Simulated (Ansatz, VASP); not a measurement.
## InSe in VASP and in Ansatz

The input INCAR:

```
ALGO = Normal
EDIFF = 1E-6
ENCUT = 520
GGA = PS
ISIF = 2
ISMEAR = -1
LASPH = T
LCHARG = T
LELF = T
LREAL = F
LVHAR = T
LWAVE = F
NBANDS = 48
NELM = 60
PREC = Accurate
SIGMA = 0.05
```

KPOINTS

```
k-points
0
Gamma
  6 6 2
```

File POSCAR:

```
InSe
1.0
    4.0473293151      0.0000000000      0.0000000000
   -2.0236646576      3.5050900044      0.0000000000
    0.0000000000      0.0000000000     18.0520649100
In Se
4 4
Direct
    0.3333333333      0.6666666667      0.0773904900
    0.3333333333      0.6666666667      0.9226095100
    0.0000000000      0.0000000000      0.4226063200
    0.0000000000      0.0000000000      0.5773936800
    0.3333333333      0.6666666667      0.3529842800
    0.3333333333      0.6666666667      0.6470157200
    0.6666666667      0.3333333333      0.1469999300
    0.6666666667      0.3333333333      0.8530000700
```

Contents of input.yaml:

```yaml
crystal:
  lattice:
    - [4.0473293151, 0.0, 0.0]
    - [-2.0236646576, 3.5050900044, 0.0]
    - [0.0, 0.0, 18.05206491]
  atoms:
    - { symbol: In, position: [0.3333333333, 0.6666666667, 0.07739049] }
    - { symbol: In, position: [0.3333333333, 0.6666666667, 0.92260951] }
    - { symbol: In, position: [0.0, 0.0, 0.42260632] }
    - { symbol: In, position: [0.0, 0.0, 0.57739368] }
    - { symbol: Se, position: [0.3333333333, 0.6666666667, 0.35298428] }
    - { symbol: Se, position: [0.3333333333, 0.6666666667, 0.64701572] }
    - { symbol: Se, position: [0.6666666667, 0.3333333333, 0.14699993] }
    - { symbol: Se, position: [0.6666666667, 0.3333333333, 0.85300007] }
hamiltonian:
  xc: pbesol
  pseudopotentials: { kind: paw }
kpoints:
  mp_grid: { grid: [6, 6, 2] }
  band_path:
    path:
      - [[0.0, 0.0, 0.0], [0.5, 0.0, 0.0], [0.3333333333, 0.3333333333, 0.0], [0.0, 0.0, 0.0], [0.0, 0.0, 0.5], [0.5, 0.0, 0.5], [0.3333333333, 0.3333333333, 0.5], [0.0, 0.0, 0.5]]
      - [[0.5, 0.0, 0.5], [0.5, 0.0, 0.0]]
      - [[0.3333333333, 0.3333333333, 0.0], [0.3333333333, 0.3333333333, 0.5]]
    npoints: 10
scf:
  occupations: { method: fermi_dirac, width: 0.05 }
  n_extra_bands: 20
output:
  forces: true
  stress: true
  eigenvalues: true
  fatbands: false
```

Alike in both runs: functional PBEsol; k mesh 6 × 6 × 2; occupations fermi-dirac, width 0.05 eV; no spin polarisation.

|  | VASP | Ansatz |
| --- | --- | --- |
| version | VASP 6.6.1 | Ansatz 0.2.0 |
| potentials or method | VASP PAW PBE potentials, release 64 (In_d, Se) | Ansatz PAW |
| plane-wave cutoff (eV) | 520 | 420 |
| valence electrons in the cell | 76 | 116 |
| task | single point | band structure |

|  | VASP | Ansatz | Ansatz less VASP |
| --- | --- | --- | --- |
| gap on the k mesh at the Fermi level (eV) | 0.63 | 0.64 | +0.011 |
| least direct gap on the mesh (eV) | 0.63 | 0.64 | +0.011 |
| pressure (GPa) | -0.7 | -0.8 | -0.05 |
| traceless stress, the component that is largest in VASP (GPa) | 0.21 | 0.22 | +0.011 |
| rms of the force components (eV/Å) | 0.035 | 0.025 | -0.0098 |

VASP's potentials were made for PBE, not for PBEsol. Atom by atom the forces differ by 0.011 eV/Å (rms over components). With one functional, cell and mesh, what is left measures potentials, basis and numerics. VASP's potentials hold 76 valence electrons a cell and Ansatz's 116, so a difference there can come from the potentials and not from the codes.
